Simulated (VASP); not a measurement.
BiMo (rocksalt type):

```
CELL_PARAMETERS angstrom
0.00000 2.91919 2.91919
2.91919 0.00000 2.91919
2.91919 2.91919 0.00000
ATOMIC_POSITIONS crystal
Mo 0.00000 0.00000 0.00000
Bi 0.50000 0.50000 0.50000
```

- Program: VASP 6.6.1
- Task: relaxation of cell and atoms
- Functional: PBE
- Potentials or basis: VASP PAW PBE potentials, release 64 (Mo_sv, Bi_d)
- Cutoff: 600 eV
- k mesh: 12 × 12 × 12
- Occupations: fermi-dirac, width 0.05 eV
- Spin: no spin polarisation

At the start: pressure -6.7 GPa; volume 24.88 Å³/atom.

Q: Where does the relaxation end?

A: Over 4 steps the energy falls by 41.3 meV/atom and the volume is 23.03 Å³/atom (-7.4 %); space group Fm-3m (No. 225, to 0.1 Å) before and after.

The path:
| step | energy change (eV) | largest force (eV/Å) | pressure (GPa) | volume (Å³) |
| --- | --- | --- | --- | --- |
| 1 | 0.0000 | 0.0000 | -6.68 | 49.75 |
| 2 | 0.0146 | 0.0000 | 9.79 | 42.65 |
| 3 | -0.0826 | 0.0000 | -0.10 | 46.13 |
| 4 | -0.0826 | 0.0000 | 0.02 | 46.06 |

Final structure:
```
Mo Bi
1.0
     0.00000    2.84507    2.84507
     2.84507    0.00000    2.84507
     2.84507    2.84507    0.00000
Mo Bi
1 1
Cartesian
  2.8451 0.0000 2.8451
  2.8451 2.8451 2.8451
```
